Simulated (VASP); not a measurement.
## NiO2: single point with LDA

Crystal: NiO2.

```xyz
3
Lattice="2.7631 0.0000 0.0000 -1.3815 2.3929 0.0000 0.0000 0.0000 4.2063" Properties=species:S:1:pos:R:3 pbc="T T T"
Ni    0.0000    0.0000    2.1031
O     1.3815    0.7976    3.0226
O     0.0000    1.5953    1.1837
```

```json
{
 "Program": "VASP 6.6.1",
 "Task": "single point",
 "Functional": "LDA",
 "Potentials or basis": "VASP PAW LDA potentials, release 64 (Ni, O)",
 "Cutoff": "520 eV",
 "k mesh": "12 × 12 × 6",
 "Occupations": "gaussian, width 0.02 eV",
 "Spin": "no spin polarisation",
 "Dipole correction": "no",
 "Further INCAR settings": "ALGO = Normal; EDIFF = 1e-07; NBANDS = 18"
}
```

| Property | Result |
| --- | --- |
| Pressure | 1.1 GPa |
| Largest force | 0.093 eV/Å |
| Band gap on the k mesh | 0.74 eV, indirect (least direct gap 0.99 eV) |

Forces on the atoms (eV/Å):
```
Ni   0.000  0.000  0.000
O    0.000  0.000  0.093
O    0.000  0.000 -0.093
```

Stress tensor (GPa, compression positive):
```
1.41 0.00 0.00
0.00 1.41 0.00
0.00 0.00 0.57
```

Levels at points of the mesh, in eV from the valence-band top:
```csv
k point,band 8,band 9,band 10,band 11,band 12,band 13,band 14,band 15
"(0.00, 0.00, 0.00)",-1.31,-1.31,-0.63,-0.58,2.09,2.09,8.09,10.97
"(0.50, 0.00, 0.00)",-2.70,-2.03,-1.92,-1.18,1.41,2.12,12.68,13.28
"(0.00, 0.00, 0.50)",-2.45,-1.41,-1.41,-0.09,2.20,2.20,10.27,10.45
"(0.50, 0.00, 0.50)",-2.03,-1.96,-1.56,-1.34,1.46,1.93,11.52,13.22
```

It took 18 s on 1 thread of Intel(R) Xeon(R) 6975P-C (Granite Rapids), with other jobs on the host, peak memory 0.16 GiB.

A k mesh can miss the band edges. A hybrid or GW would open this gap; LDA tends to underestimate it.
